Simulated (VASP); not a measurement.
Runs of VASP 6.6.1 on GaBO6. The structure is that of space group Fm-3m (No. 225), or close to it. The cells are those of the table. 

```tsv
task	cell	k mesh	cutoff (eV)	gap on the mesh (eV)	pressure (GPa)	relaxed volume (Å³/atom)	largest force (eV/Å)
relaxation of cell and atoms	relaxed from a = 5.034 Å, angles 60.0°, 8 atoms	10 × 10 × 10	600	none	0.1	11.26	0.01
relaxation of cell and atoms	relaxed from a = 5.144 Å, angles 60.0°, 8 atoms	4 × 4 × 4	600	none	0.1	11.23	0.03
single point	a = 5.034 Å, angles 60.0°, 8 atoms	4 × 4 × 4	520	none	(a)	-	0.01
single point	a = 5.144 Å, angles 60.0°, 8 atoms	4 × 4 × 4	520	0.93	13.7	-	6.05
single point	a = 5.033 Å, angles 60.0°, 8 atoms	10 × 10 × 10	520	none	(b)	-	0.01
```

Alike in all rows: level PBE; potentials or basis VASP PAW PBE potentials, release 64 (Ga_d, B, O); no spin polarisation; smearing gaussian 0.1 eV.

Question: Fill in the values left out.

Answer: (a) -0.2; (b) 0.2.

Caveats: some runs use coarse meshes; forces of over 1 eV/Å act on the atoms, so gaps and moduli don't describe the material at rest (some runs).

A k mesh can miss the band edges, and the runs leave out spin-orbit coupling on Ga.

A gap of «none» marks levels without a gap at the run's occupations.
